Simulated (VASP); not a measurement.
Set up this calculation in VASP 6.6.1, as the native input.

- Task: single point
- Functional: r2SCAN
- Potentials or basis: VASP PAW PBE potentials, release 64 (Si, C)
- Cutoff: 520 eV
- k mesh: 12 × 12 × 6
- Occupations: gaussian, width 0.05 eV
- Spin: no spin polarisation
- Dipole correction: no
- Further INCAR settings: ALGO = Normal; EDIFF = 1e-06; NBANDS = 16

Crystal: SiC.

```
Si C
1.0
     3.11733    0.00000    0.00000
    -1.55866    2.69968    0.00000
     0.00000    0.00000    4.91264
Si C
2 2
Cartesian
  0.0000 1.7998 0.0226
  1.5587 0.8999 2.4789
  0.0000 1.7998 1.8688
  1.5587 0.8999 4.3251
```

This cell differs from its parent crystal: ratio of the length along z to the lengths across it x 0.96, volume and fractional coordinates fixed.

One way to write it, as run:

POSCAR

```
SiC
1.0
    3.1173262003      0.0000000000      0.0000000000
   -1.5586631001      2.6996836813      0.0000000000
    0.0000000000      0.0000000000      4.9126352825
Si C
2 2
Direct
    0.3333333333      0.6666666667      0.0046028828
    0.6666666667      0.3333333333      0.5046028828
    0.3333333333      0.6666666667      0.3803971172
    0.6666666667      0.3333333333      0.8803971172
```

INCAR.step1

```
PREC = Accurate
ENCUT = 520
ISMEAR = 0
SIGMA = 0.05
LREAL = False
LASPH = True
NELM = 80
NBANDS = 16
GGA = PE
ALGO = Normal
EDIFF = 1E-4
LWAVE = True
LCHARG = False
```

INCAR.step2

```
PREC = Accurate
ENCUT = 520
EDIFF = 1E-6
ISMEAR = 0
SIGMA = 0.05
LREAL = False
LASPH = True
NELM = 80
ALGO = Normal
ISIF = 2
LWAVE = False
LCHARG = False
METAGGA = R2SCAN
LMIXTAU = True
NBANDS = 16
ISTART = 1
```

KPOINTS

```
regular mesh
0
Gamma
  12 12 6
```

Potentials or basis: VASP PAW PBE potentials, release 64 (Si, C).

Run with:

```console
$ cat potpaw_PBE.64/Si/POTCAR potpaw_PBE.64/C/POTCAR > POTCAR
$ cp INCAR.step1 INCAR
$ mpirun -np 1 vasp_std > vasp.out
$ cp INCAR.step2 INCAR
$ mpirun -np 1 vasp_std > vasp.out
```

It gave:

The pressure is 0.2 GPa and the largest force is 0.454 eV/Å. The band gap on the k mesh is 2.75 eV, indirect (least direct gap 4.08 eV).

Caveat: the PAW data sets were made with another functional, which shifts forces and pressure a little.

Run time: 84 s on 1 thread of AMD EPYC 9R45 96-Core Processor (Zen 5), with other jobs on the host, peak memory 0.15 GiB.
